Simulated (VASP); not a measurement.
CaB3C3:

```xyz
7
Lattice="3.2364 0.0000 0.0000 0.0000 3.2364 0.0000 0.0000 0.0000 7.8385" Properties=species:S:1:pos:R:3 pbc="T T T"
Ca    0.0000    0.0000    3.9192
B     0.0000    0.0000    0.0000
B     1.6182    1.6182    6.3506
B     1.6182    1.6182    1.4879
C     0.0000    0.0000    6.1022
C     0.0000    0.0000    1.7363
C     1.6182    1.6182    0.0000
```

The cell was built from a structure type or drawn by symmetry, and may not be a known phase.

- Program: VASP 6.6.1
- Task: relaxation of cell and atoms
- Functional: PBE
- Potentials or basis: VASP PAW PBE potentials, release 64 (Ca_sv, B, C)
- Cutoff: 600 eV
- k mesh: 6 × 6 × 2
- Occupations: gaussian, width 0.1 eV
- Spin: no spin polarisation

At the start: pressure -15.7 GPa; volume 11.73 Å³/atom.

**Question.** How do energy, volume and symmetry change on relaxing?

**Answer.** Over 13 steps the energy falls by 279.5 meV/atom and the volume is 9.28 Å³/atom (-20.9 %); space group P4/mmm (No. 123, to 0.1 Å) before and after.

Step by step:
```tsv
step	energy change (eV)	largest force (eV/Å)	pressure (GPa)	volume (Å³)
1	0.0000	5.0702	-15.67	82.10
2	-0.9776	4.3154	15.69	69.19
3	-1.4808	2.5025	0.09	73.33
4	-1.5840	2.2106	-7.20	70.18
5	-1.7830	0.9525	-5.00	71.72
6	-1.9026	0.1972	-3.54	68.55
7	-1.9498	0.2396	-1.75	65.90
8	-1.9504	0.4393	-1.03	65.16
9	-1.9511	0.3453	-1.37	65.50
10	-1.9485	0.2824	2.44	64.29
11	-1.9555	0.0740	0.28	64.97
12	-1.9562	0.0614	-0.12	64.96
13	-1.9563	0.0358	0.00	64.96
```

Final structure:
```
Ca B C
1.0
     2.93154    0.00000    0.00000
     0.00000    2.93154    0.00000
     0.00000    0.00000    7.55902
Ca B C
1 3 3
Cartesian
  0.0000 0.0000 3.7795
  0.0000 0.0000 0.0000
  1.4658 1.4658 6.0214
  1.4658 1.4658 1.5376
  0.0000 0.0000 6.0387
  0.0000 0.0000 1.5203
  1.4658 1.4658 0.0000
```

Caveat: the k points lie up to 0.42 Å⁻¹ apart in the final cell, too coarse for converged energies and pressures of a metal; the volume moved by over 15 % at a fixed basis, so the end points are rough.
